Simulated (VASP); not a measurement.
YHg2, 3 atoms in the cell. Symmetry: P6/mmm, No. 191, hexagonal system. The conventional cell has a = 4.865 Å, b = 4.865 Å, c = 3.605 Å, α = 90.00°, β = 90.00°, γ = 120.00°. Within 4.4 Å of Y (site symmetry 6/mmm) lie 12 Hg at 3.34 Å and 2 Y at 3.61 Å. Hg (site symmetry -6m2) has 5 Hg at 2.81 to 3.61 Å and 6 Y at 3.34 Å within 3.7 Å.  This cell differs from its parent crystal: volume scaled by 1.06.

```yaml
Program: VASP 6.6.1
Task: single point
Functional: PBEsol
Potentials_or_basis: VASP PAW PBE potentials, release 64 (Y_sv, Hg)
Cutoff: 520 eV
k_mesh: 10 × 10 × 12
Occupations: fermi-dirac, width 0.03 eV
Spin: no spin polarisation
Dipole_correction: no
Further_INCAR_settings: ALGO = Normal; EDIFF = 1e-06; NBANDS = 24
```

Potentials or basis: VASP PAW PBE potentials, release 64 (Y_sv, Hg).

Command:

```console
$ cat potpaw_PBE.64/Y_sv/POTCAR potpaw_PBE.64/Hg/POTCAR > POTCAR
$ mpirun -np 1 vasp_std > vasp.out
```

Hardware: 1 thread of Oxide Virtual Turin-like Processor, with other jobs on the host.

Question: Estimate the wall time of this run.

Answer: Wall time 2.7 min on 1 thread of Oxide Virtual Turin-like Processor (shared host), peak memory 0.28 GiB. Counts: scf iterations 12, k points 98.
